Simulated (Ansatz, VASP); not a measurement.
## One calculation of TiCo3, two programs

```xyz
4
Lattice="3.6140 0.0000 0.0000 0.0000 3.6140 0.0000 0.0000 0.0000 3.6140" Properties=species:S:1:pos:R:3 pbc="T T T"
Ti    0.0000    0.0000    0.0000
Co    0.0000    1.8070    1.8070
Co    1.8070    0.0000    1.8070
Co    1.8070    1.8070    0.0000
```

Alike in both runs: task single point; functional r2SCAN; k mesh 12 × 12 × 12; occupations gaussian, width 0.1 eV; no spin polarisation.

|  | VASP | Ansatz |
| --- | --- | --- |
| version | VASP 6.6.1 | Ansatz 0.2.0 |
| potentials or method | VASP PAW PBE potentials, release 64 (Ti_sv, Co), cutoff 520 eV | scalar-relativistic, plane waves, PAW |
| valence electrons in the cell | 39 | 63 |

```tsv
	VASP	Ansatz	Ansatz less VASP
gap on the k mesh at the Fermi level (eV)	none	none	-
pressure (GPa)	-12.5	-12.9	-0.44
```

VASP's potentials were made for PBE, not for r2SCAN. A gap of «none» marks a metal or a gap that the smearing closes. VASP's potentials hold 39 valence electrons a cell and Ansatz's 63, so a difference there can come from the potentials and not from the codes.
